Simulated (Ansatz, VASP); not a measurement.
**Two plane-wave programs on Be3S2**

```xyz
5
Lattice="3.0535 0.0000 0.0000 0.0000 3.0535 0.0000 0.0000 0.0000 6.7159" Properties=species:S:1:pos:R:3 pbc="T T T"
Be    0.0000    0.0000    4.5263
Be    0.0000    0.0000    0.0000
Be    0.0000    0.0000    2.1896
S     1.5267    1.5267    5.1034
S     1.5267    1.5267    1.6125
```

Change from the starting cell: ordered vacancies on the anion sites of caesium chloride (P4/mmm, No. 123).

Alike in both runs: functional PBE; k mesh 12 × 12 × 6; occupations gaussian, width 0.1 eV; no spin polarisation.

Ansatz relaxed the structure, and its values are those at the end. VASP's run is a single point on that final structure, the one shown.

|  | VASP | Ansatz |
| --- | --- | --- |
| version | VASP 6.6.1 | Ansatz 0.2.0 |
| potentials or method | VASP PAW PBE potentials, release 64 (Be, S), cutoff 520 eV | scalar-relativistic, plane waves, PAW |
| valence electrons in the cell | 18 | 18 |

Ansatz gave:

```
gap on the k mesh at the Fermi level (eV) : none
pressure (GPa)                            : 0.0
rms of the force components (eV/Å)        : 0.000
```

Task: Estimate VASP's values.

Result: gap on the k mesh at the Fermi level (eV): none; pressure (GPa): 0.0; rms of the force components (eV/Å): 0.003.

A gap of «none» marks a metal or a gap that the smearing closes. The functional is the same, so the differences come from potentials, cutoffs and numerics.
